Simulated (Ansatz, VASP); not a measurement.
## AlN: VASP beside Ansatz

The input POSCAR:

```
AlN
1.0
    2.9240545432      0.1300038728     -0.0212507420
   -1.3494406152      2.6730415931      0.0912414119
   -0.0340038960      0.1489516831      4.9381762881
Al N
2 2
Direct
    0.3129324956      0.6698744929     -0.0265488134
    0.6348185632      0.3076810026      0.4941783499
    0.4038718974      0.7419800553      0.4032438133
    0.6483770438      0.2804644492      0.8991266502
```

File INCAR.step1:

```
SYSTEM = AlN
ALGO = Normal ; EDIFF = 1E-4
ENCUT = 520 ; GGA = PE
ISMEAR = 0 ; LASPH = .TRUE.
LCHARG = .FALSE. ; LREAL = .FALSE.
LWAVE = .TRUE. ; NBANDS = 16
NELM = 80 ; PREC = Accurate
SIGMA = 0.05
```

Contents of INCAR.step2:

```
SYSTEM = AlN
ALGO = Normal ; EDIFF = 1E-6
ENCUT = 520 ; ISIF = 2
ISMEAR = 0 ; ISTART = 1
LASPH = .TRUE. ; LCHARG = .FALSE.
LMIXTAU = .TRUE. ; LREAL = .FALSE.
LWAVE = .FALSE. ; METAGGA = R2SCAN
NBANDS = 16 ; NELM = 80
PREC = Accurate ; SIGMA = 0.05
```

File KPOINTS:

```
k-points
0
G
  12 12 6
  0 0 0
```

Input for Ansatz:

```yaml
crystal:
  lattice:
    - [2.9240545432, 0.1300038728, -0.021250742]
    - [-1.3494406152, 2.6730415931, 0.0912414119]
    - [-0.034003896, 0.1489516831, 4.9381762881]
  atoms:
    - { symbol: Al, position: [0.3129324956, 0.6698744929, -0.0265488134] }
    - { symbol: Al, position: [0.6348185632, 0.3076810026, 0.4941783499] }
    - { symbol: "N", position: [0.4038718974, 0.7419800553, 0.4032438133] }
    - { symbol: "N", position: [0.6483770438, 0.2804644492, 0.8991266502] }
basis:
  ecutwfc: 500
kpoints:
  mp_grid: { grid: [12, 12, 6] }
hamiltonian:
  xc: r2scan
scf:
  occupations: { method: gaussian, width: 0.05 }
output:
  forces: true
  stress: true
  eigenvalues: true
```

Change from the starting cell: all atoms moved at random (sigma 0.15 Å a component), cell strained at random (sigma 0.05).

Alike in both runs: task single point; functional r2SCAN; k mesh 12 × 12 × 6; occupations gaussian, width 0.05 eV; no spin polarisation.

|  | VASP | Ansatz |
| --- | --- | --- |
| version | VASP 6.6.1 | Ansatz 0.2.0 |
| potentials or method | VASP PAW PBE potentials, release 64 (Al, N), cutoff 520 eV | scalar-relativistic, plane waves, PAW |
| valence electrons in the cell | 16 | 16 |

Ansatz gave:

| Item | Value |
| --- | --- |
| gap on the k mesh at the Fermi level (eV) | 4.27 |
| least direct gap on the mesh (eV) | 4.27 |
| pressure (GPa) | 24.5 |
| traceless stress, the component that is largest in VASP (GPa) | 25.64 |
| rms of the force components (eV/Å) | 2.958 |

**Question.** Estimate VASP's values.

**Answer.** gap on the k mesh at the Fermi level (eV): 4.30; least direct gap on the mesh (eV): 4.30; pressure (GPa): 24.5; traceless stress, the component that is largest in VASP (GPa): 26.36; rms of the force components (eV/Å): 3.008.

VASP's potentials were made for PBE, not for r2SCAN. Atom by atom the forces differ by 0.050 eV/Å (rms over components). With one functional, cell and mesh, what is left measures potentials, basis and numerics.
